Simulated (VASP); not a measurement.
# AgBr (Fm-3m) in VASP: further runs

Aim: see how the results for AgBr move with the level of theory and the settings. Levels: RPBE, SVWN5, PBE+D3(BJ). Tasks: single point.

Program: VASP 6.6.1. These are calculated values, not measurements. Logs are shortened: lines on timing, memory, paths and dates and some standing lists are left out, and cuts for length are marked.

## (1) The cell of the first run

It takes space group Fm-3m (No. 225, cubic). Conventional cell: a = 5.623 Å, b = 5.623 Å, c = 5.623 Å, α = 90.00°, β = 90.00°, γ = 90.00°. Within 3.7 Å of Ag (site symmetry m-3m) lie 6 Br at 2.81 Å. Within 3.7 Å of Br (site symmetry m-3m) lie 6 Ag at 2.81 Å.

## (2) Single point, RPBE

INCAR reads:

```
PREC = Accurate ; ENCUT = 500
EDIFF = 1E-6 ; ISMEAR = -1
SIGMA = 0.05 ; LREAL = F
LASPH = T ; NELM = 120
ALGO = Normal ; ISIF = 2
LWAVE = F ; LCHARG = F
GGA = RP ; NBANDS = 16
GGA_COMPAT = F
```

KPOINTS reads:

```
regular mesh
0
Gamma
  8 8 8
```

POSCAR reads:

```
AgBr
1.0
    0.0000000000      2.8115590699      2.8115590699
    2.8115590699      0.0000000000      2.8115590699
    2.8115590699      2.8115590699      0.0000000000
Ag Br
1 1
Direct
    0.0000000000      0.0000000000      0.0000000000
    0.5000000000      0.5000000000      0.5000000000
```

Potentials or basis: VASP PAW PBE potentials, release 64 (Ag, Br).

Launch:

```
cat potpaw_PBE.64/Ag/POTCAR potpaw_PBE.64/Br/POTCAR > POTCAR
mpirun -np 1 vasp_std > vasp.out
```

OUTCAR:

```text
PREC = Accurate
   ENCUT = 500
   EDIFF = 1E-6
   ISMEAR = -1
   LREAL = F
   LASPH = T
   NELM = 120
   ISIF = 2
   GGA = RP

 ion  position               nearest neighbor table
   1  0.000  0.000  0.000-   2 2.81   2 2.81   2 2.81   2 2.81   2 2.81   2 2.81
   2  0.500  0.500  0.500-   1 2.81   1 2.81   1 2.81   1 2.81   1 2.81   1 2.81

  LATTYP: Found a face centered cubic cell.
 ALAT       =     5.6231181398

  Lattice vectors:

 A1 = (   0.0000000000,   2.8115590699,   2.8115590699)
 A2 = (   2.8115590699,   0.0000000000,   2.8115590699)
 A3 = (   2.8115590699,   2.8115590699,   0.0000000000)

Analysis of symmetry for initial positions (statically):
=====================================================================
 Subroutine PRICEL returns:
 Original cell was already a primitive cell.

 Routine SETGRP: Setting up the symmetry group for a
 face centered cubic supercell.

 Subroutine GETGRP returns: Found 48 space group operations
 (whereof 48 operations were pure point group operations)
 out of a pool of 48 trial point group operations.

The static configuration has the point symmetry O_h .

Analysis of symmetry for dynamics (positions and initial velocities):
=====================================================================
 Subroutine PRICEL returns:
 Original cell was already a primitive cell.

 Routine SETGRP: Setting up the symmetry group for a
 face centered cubic supercell.

 Subroutine GETGRP returns: Found 48 space group operations
 (whereof 48 operations were pure point group operations)
 out of a pool of 48 trial point group operations.

The dynamic configuration has the point symmetry O_h .

 Subroutine INISYM returns: Found 48 space group operations
 (whereof 48 operations are pure point group operations),
 and found     1 'primitive' translations

----------------------------------------------------------------------------------------

                                     Primitive cell

  volume of cell :      44.4500

  direct lattice vectors                    reciprocal lattice vectors
     0.000000000  2.811559070  2.811559070    -0.177837274  0.177837274  0.177837274
     2.811559070  0.000000000  2.811559070     0.177837274 -0.177837274  0.177837274
     2.811559070  2.811559070  0.000000000     0.177837274  0.177837274 -0.177837274

  length of vectors
     3.976144968  3.976144968  3.976144968     0.308023194  0.308023194  0.308023194

  position of ions in fractional coordinates (direct lattice)
     0.000000000  0.000000000  0.000000000
     0.500000000  0.500000000  0.500000000

  ion indices of the primitive-cell ions
   primitive index   ion index
                 1           1
                 2           2

----------------------------------------------------------------------------------------

 KPOINTS: regular mesh

Automatic generation of k-mesh.
 Grid dimensions read from file:
 generate k-points for:    8    8    8

 Generating k-lattice:

  Cartesian coordinates                     Fractional coordinates (reciprocal lattice)
    -0.022229659  0.022229659  0.022229659     0.125000000  0.000000000  0.000000000
     0.022229659 -0.022229659  0.022229659     0.000000000  0.125000000  0.000000000
     0.022229659  0.022229659 -0.022229659     0.000000000  0.000000000  0.125000000

  Length of vectors
     0.038502899  0.038502899  0.038502899

  Shift w.r.t. Gamma in fractional coordinates (k-lattice)
     0.000000000  0.000000000  0.000000000

 Subroutine IBZKPT returns following result:
 ===========================================

 Found     29 irreducible k-points:

 Following reciprocal coordinates:
            Coordinates               Weight
  0.000000  0.000000  0.000000      1.000000
  0.125000  0.000000  0.000000      8.000000
  0.250000  0.000000  0.000000      8.000000
  0.375000  0.000000  0.000000      8.000000
  0.500000  0.000000  0.000000      4.000000
  0.125000  0.125000  0.000000      6.000000
[... 16 lines left out ...]
  0.500000  0.250000  0.125000     48.000000
 -0.375000  0.250000  0.125000     24.000000
 [... further k-points ...]
   k-points           NKPTS =     29   k-points in BZ     NKDIM =     29   number of bands    NBANDS=     16
   number of dos      NEDOS =    301   number of ions     NIONS =      2
   total plane-waves  NPLWV =  27000
   dimension x,y,z NGX =    30 NGY =   30 NGZ =   30
   dimension x,y,z NGXF=    60 NGYF=   60 NGZF=   60
   ions per type =               1   1
   NGX,Y,Z   is equivalent  to a cutoff of  12.54, 12.54, 12.54 a.u.
   NGXF,Y,Z  is equivalent  to a cutoff of  25.09, 25.09, 25.09 a.u.
 SYSTEM =  unknown system
   PREC   = accura    normal or accurate (medium, high low for compatibility)
   ISTART =      0    job   : 0-new  1-cont  2-samecut
   ICHARG =      2    charge: 1-file 2-atom 10-const
   ISPIN  =      1    spin polarized calculation?
   LNONCOLLINEAR =      F non collinear calculations
   LSORBIT =      F    spin-orbit coupling
   LASPH  =      T    aspherical Exc in radial PAW
   ENCUT  =  500.0 eV  36.75 Ry    6.06 a.u.   7.25  7.25  7.25*2*pi/ulx,y,z
   NELM   =    120;   NELMIN=  2; NELMDL= -5     # of ELM steps
   EDIFF  = 0.1E-05   stopping-criterion for ELM
   LREAL  =      F    real-space projection
   EDIFFG = 0.1E-04   stopping-criterion for IOM
   NSW    =      0    number of steps for IOM
   IBRION =     -1    ionic relax: 0-MD 1-quasi-New 2-CG
   NFREE  =      0    steps in history (QN), initial steepest desc. (CG)
   ISIF   =      2    stress and relaxation
   ISYM   =      2    0-nonsym 1-usesym 2-fastsym
   POTIM  = 0.5000    time-step for ionic-motion
   TEBEG  =    0.0;   TEEND  =   0.0 temperature during run
   PSTRESS=    0.0 pullay stress
   NELECT =      18.0000    total number of electrons
   NUPDOWN=      -1.0000    fix difference up-down
   EMIN   =  10.00;   EMAX   =-10.00  energy-range for DOS
   EFERMI =   0.00;   METHOD = LEGACY
   ISMEAR =    -1;   SIGMA  =   0.05  broadening in eV -4-tet -1-fermi 0-gaus
   EFERMI_NEDOS =   21; number of points for ismear=-14 and -15
   IALGO  =     38    algorithm
   IMIX   =      4    mixing-type and parameters
     AMIX     =   0.40;   BMIX     =  1.00
     AMIX_MAG =   1.60;   BMIX_MAG =  1.00
  volume/ion in A,a.u.               =      22.22       149.98
  Fermi-wavevector in a.u.,A,eV,Ry     =   1.211179  2.288797 19.959140  1.466955
  Thomas-Fermi vector in A             =   2.346703
   LORBIT       =      0    0 simple, 1 ext, 2 COOP (PROOUT), +10 PAW based schemes
   GGA     = RP    functional components
   LHFCALC =     F    Hartree Fock is set to
   AEXX    =    0.0000 exact exchange contribution
   IVDW    =     0    specifies the selected vdW correction
   LEPSILON=     F    determine dielectric tensor
   LRPA    =     F    only Hartree local field effects (RPA)
 non-spin polarized calculation
  energy-cutoff  :      500.00
  volume of cell :       44.45
 maximum number of plane-waves:      1158
 NGX is ok and might be reduce to    30
   NGX = 15   NGY = 15   NGZ = 15

 number of electron      17.9999998 magnetization

 Free energy of the ion-electron system (eV)
  ---------------------------------------------------
  ext. energy  EPLUGINS =         0.00000000
  ---------------------------------------------------
  free energy    TOTEN  =        -4.09999884 eV

  energy without entropy =       -4.09999489  energy(sigma->0) =       -4.09999686

 E-fermi :   5.0121     XC(G=0):  -9.9896

 val. band max:        4.5271900700   @ k =   0.5000   0.0000   0.0000
 cond. band min:       5.3551450820   @ k =   0.0000   0.0000   0.0000
 fundamental gap:      0.8279550120
 Fermi energy:         5.0121264049

 k-point     1 :       0.0000    0.0000    0.0000
  band No.  band energies     occupation
      1     -10.9467      2.00000
      2       1.4723      2.00000
      3       1.4723      2.00000
      4       1.4723      2.00000
      5       1.4728      2.00000
      6       1.4728      2.00000
[... 8 lines left out ...]
     15      16.7140      0.00000
     16      16.7140      0.00000

 k-point     2 :       0.1250    0.0000    0.0000
  band No.  band energies     occupation
      1     -10.8752      2.00000
      2       1.0220      2.00000
      3       1.0220      2.00000
      4       1.0706      2.00000
      5       1.5216      2.00000
      6       1.5216      2.00000
[... 8 lines left out ...]
     15      15.6386      0.00000
     16      16.1089      0.00000

 k-point     3 :       0.2500    0.0000    0.0000
  band No.  band energies     occupation
      1     -10.6938      2.00000
      2      -0.0144      2.00000
      3       0.4561      2.00000
      4       0.4561      2.00000
      5       1.6438      2.00000
      6       1.6438      2.00000
[... 8 lines left out ...]
     15      15.9739      0.00000
     16      15.9739      0.00000

 k-point     4 :       0.3750    0.0000    0.0000
  band No.  band energies     occupation
      1     -10.4977      2.00000
      2      -0.9027      2.00000
      3       0.0802      2.00000
      4       0.0802      2.00000
      5       1.7712      2.00000
      6       1.7712      2.00000
[... 8 lines left out ...]
     15      17.0030      0.00000
     16      17.0030      0.00000
[... 324 lines left out ...]
 k-point    22 :       0.3750    0.2500    0.1250
  band No.  band energies     occupation
      1     -10.5805      2.00000
      2      -0.4579      2.00000
      3       0.3924      2.00000
      4       0.7840      2.00000
      5       1.5850      2.00000
      6       1.7464      2.00000
[... 8 lines left out ...]
     15      18.1210      0.00000
     16      18.9043      0.00000

 k-point    23 :       0.5000    0.2500    0.1250
  band No.  band energies     occupation
      1     -10.4388      2.00000
      2      -0.6994      2.00000
      3       0.0810      2.00000
      4       0.3643      2.00000
      5       1.6943      2.00000
      6       1.8327      2.00000
[... 8 lines left out ...]
     15      18.4726      0.00000
     16      18.8891      0.00000

 k-point    24 :      -0.3750    0.2500    0.1250
  band No.  band energies     occupation
      1     -10.3779      2.00000
      2      -0.7775      2.00000
      3       0.0377      2.00000
      4       0.0789      2.00000
      5       1.7729      2.00000
      6       1.8328      2.00000
[... 8 lines left out ...]
     15      17.4284      0.00000
     16      19.0955      0.00000

 [... further k-points ...]
[... 5 lines left out ...]
  --------------------------------------------------------------------------------------
  -------------------------------------------------------------------------------------
  Total        2.4715377      2.4715377      2.4715377     -0.0000000     -0.0000000     -0.0000000
  in kB       89.0853275     89.0853275     89.0853275     -0.0000000     -0.0000000     -0.0000000
  external PRESSURE =      89.0853275 kB  Pullay stress =       0.0000000 kB

 VOLUME and BASIS-vectors are now :
 -----------------------------------------------------------------------------
  energy-cutoff  :      500.00
  volume of cell :       44.45
      direct lattice vectors                 reciprocal lattice vectors
     0.000000000  2.811559070  2.811559070    -0.177837274  0.177837274  0.177837274
     2.811559070  0.000000000  2.811559070     0.177837274 -0.177837274  0.177837274
     2.811559070  2.811559070  0.000000000     0.177837274  0.177837274 -0.177837274

 POSITION                                       TOTAL-FORCE (eV/Angst)
 -----------------------------------------------------------------------------------
      0.00000      0.00000      0.00000         0.000000      0.000000      0.000000
      2.81156      2.81156      2.81156         0.000000      0.000000     -0.000000
 -----------------------------------------------------------------------------------
    total drift:                               -0.000000      0.000000      0.000000

  FREE ENERGIE OF THE ION-ELECTRON SYSTEM (eV)
  ---------------------------------------------------
  free  energy   TOTEN  =        -4.0999988428 eV

  energy  without entropy=       -4.0999948871  energy(sigma->0) =       -4.09999686
```

Wall time 19 s (1 thread of Intel Xeon Platinum 8259CL at 2.50GHz (Skylake/Cascade Lake), shared host); peak memory 0.17 GiB.

What came out:

| Item | Value |
| --- | --- |
| Free energy | -4.1000 eV |
| Pressure | 8.9 GPa |
| Band gap on the k mesh | 0.83 eV, indirect (least direct gap 3.00 eV) |

Levels at points of the mesh, in eV from the valence-band top:
```tsv
k point	band 6	band 7	band 8	band 9	band 10	band 11	band 12	band 13
(0.00, 0.00, 0.00)	-3.05	-2.17	-2.17	-2.17	0.83	9.94	9.94	9.94
(0.50, 0.00, 0.00)	-2.70	-2.33	0.00	0.00	3.70	6.72	6.72	7.08
(0.50, 0.50, 0.00)	-2.87	-2.58	-2.58	-2.43	1.58	7.04	9.47	11.49
```

Caveat: the PAW data sets were made with another functional, which shifts forces and pressure a little. A k mesh can miss the band edges.

## (3) Single point, SVWN5

INCAR reads:

```
  PREC = Accurate
  ENCUT = 500
  EDIFF = 1E-6
  ISMEAR = -1
  SIGMA = 0.05
  LREAL = F
  LASPH = T
  NELM = 120
  ALGO = Normal
  ISIF = 2
  LWAVE = F
  LCHARG = F
  GGA = VW
  NBANDS = 16
  GGA_COMPAT = F
```

KPOINTS is that of step 2.

POSCAR is that of step 2.

Potentials or basis: VASP PAW PBE potentials, release 64 (Ag, Br).

Launch:

```
cat potpaw_PBE.64/Ag/POTCAR potpaw_PBE.64/Br/POTCAR > POTCAR
mpirun -np 1 vasp_std > vasp.out
```

Wall time 20 s (1 thread of Intel Xeon Platinum 8259CL at 2.50GHz (Skylake/Cascade Lake), shared host); peak memory 0.15 GiB.

The run converged. Its results:

```
Free energy            : -6.3984 eV
Pressure               : -1.3 GPa
Band gap on the k mesh : 0.38 eV, indirect (least direct gap 2.54 eV)
```

Levels at points of the mesh, in eV from the valence-band top:
```tsv
k point	band 6	band 7	band 8	band 9	band 10	band 11	band 12	band 13
(0.00, 0.00, 0.00)	-3.15	-2.16	-2.16	-2.16	0.38	9.84	9.84	9.84
(0.50, 0.00, 0.00)	-2.78	-2.40	0.00	0.00	3.32	6.46	6.46	6.76
(0.50, 0.50, 0.00)	-2.96	-2.66	-2.66	-2.52	1.21	6.83	9.11	11.11
```

Caveat: the PAW data sets were made with another functional, which shifts forces and pressure a little.

## (4) Single point, PBE+D3(BJ)

This run uses another cell than the first one, of 22.70 Å³/atom, 1.021 times its volume.

INCAR reads:

```
ALGO = Normal ; EDIFF = 1E-6
ENCUT = 500 ; GGA = PE
GGA_COMPAT = F ; ISIF = 2
ISMEAR = -1 ; IVDW = 12
LASPH = T ; LCHARG = F
LREAL = F ; LWAVE = F
NBANDS = 16 ; NELM = 120
PREC = Accurate ; SIGMA = 0.05
```

KPOINTS reads:

```
k-points
0
Gamma
  8 8 8
```

POSCAR reads:

```
AgBr
1.0
    0.0000000000      2.8313594341      2.8313594341
    2.8313594341      0.0000000000      2.8313594341
    2.8313594341      2.8313594341      0.0000000000
Ag Br
1 1
Direct
    0.0000000000      0.0000000000      0.0000000000
    0.5000000000      0.5000000000      0.5000000000
```

Launch:

```
cat potpaw_PBE.64/Ag/POTCAR potpaw_PBE.64/Br/POTCAR > POTCAR
mpirun -np 1 vasp_std > vasp.out
```

It took 22 s on 1 thread of Intel Xeon Platinum 8259CL at 2.50GHz (Skylake/Cascade Lake), shared host; peak memory 0.18 GiB.

The run converged. Its results:

```yaml
Free_energy: -5.7055 eV
Pressure: 1.8 GPa
Band_gap_on_the_k_mesh: 0.67 eV, indirect (least direct gap 2.75 eV)
Dispersion_energy_per_atom: -0.381 eV
```

Levels at points of the mesh, in eV from the valence-band top:
| k point | band 6 | band 7 | band 8 | band 9 | band 10 | band 11 | band 12 | band 13 |
| --- | --- | --- | --- | --- | --- | --- | --- | --- |
| (0.00, 0.00, 0.00) | -2.98 | -2.09 | -2.09 | -2.09 | 0.67 | 9.90 | 9.90 | 9.90 |
| (0.50, 0.00, 0.00) | -2.64 | -2.28 | 0.00 | 0.00 | 3.61 | 6.68 | 6.68 | 6.85 |
| (0.50, 0.50, 0.00) | -2.80 | -2.53 | -2.53 | -2.40 | 1.51 | 6.98 | 9.23 | 11.25 |

## (5) Single point, PBE+D3(BJ)

This run uses another cell than the first one, of 23.17 Å³/atom, 1.043 times its volume.

INCAR reads:

```
SYSTEM = AgBr
PREC = Accurate ; ENCUT = 500
EDIFF = 1E-6 ; ISMEAR = -1
SIGMA = 0.05 ; LREAL = .FALSE.
LASPH = .TRUE. ; NELM = 120
ALGO = Normal ; ISIF = 2
LWAVE = .FALSE. ; LCHARG = .FALSE.
GGA = PE ; IVDW = 12
NBANDS = 16 ; GGA_COMPAT = .FALSE.
```

KPOINTS reads:

```
regular mesh
0
G
  8 8 8
  0 0 0
```

POSCAR reads:

```
AgBr
1.0
    0.0000000000      2.8508866679      2.8508866679
    2.8508866679      0.0000000000      2.8508866679
    2.8508866679      2.8508866679      0.0000000000
Ag Br
1 1
Direct
    0.0000000000      0.0000000000      0.0000000000
    0.5000000000      0.5000000000      0.5000000000
```

Launch:

```
cat potpaw_PBE.64/Ag/POTCAR potpaw_PBE.64/Br/POTCAR > POTCAR
mpirun -np 1 vasp_std > vasp.out
```

Wall time 23 s (1 thread of Intel Xeon Platinum 8259CL at 2.50GHz (Skylake/Cascade Lake), shared host); peak memory 0.18 GiB.

The run converged. Its results:

| Property | Result |
| --- | --- |
| Free energy | -5.7130 eV |
| Pressure | 0.7 GPa |
| Band gap on the k mesh | 0.67 eV, indirect (least direct gap 2.68 eV) |
| Dispersion energy per atom | -0.373 eV |

Levels at points of the mesh, in eV from the valence-band top:
```csv
k point,band 7,band 8,band 9,band 10,band 11,band 12
"(0.00, 0.00, 0.00)",-2.01,-2.01,-2.01,0.67,9.91,9.91
"(0.50, 0.00, 0.00)",-2.21,0.00,0.00,3.67,6.72,6.72
"(0.50, 0.50, 0.00)",-2.45,-2.45,-2.34,1.56,7.02,9.15
```

A k mesh can miss the band edges. Expect the measured gap to be larger: semilocal functionals such as PBE lack the derivative discontinuity.

## (6) Overview

```csv
level,cell,gap on the mesh (eV),pressure (GPa)
RPBE,"a = 3.976 Å, angles 60.0°, 2 atoms",0.83,8.9
SVWN5,"a = 3.976 Å, angles 60.0°, 2 atoms",0.38,-1.3
PBE+D3(BJ),"a = 4.004 Å, angles 60.0°, 2 atoms",0.67,1.8
PBE+D3(BJ),"a = 4.032 Å, angles 60.0°, 2 atoms",0.67,0.7
```

Alike in all rows: task single point; potentials or basis VASP PAW PBE potentials, release 64 (Ag, Br); no spin polarisation; k mesh 8 × 8 × 8; cutoff (eV) 500; smearing fermi-dirac 0.05 eV.

Caveats: the PAW data sets were made with another functional, which shifts forces and pressure a little (some runs).

Total energies depend on the potentials used, so only differences within one code and one set of settings carry meaning.
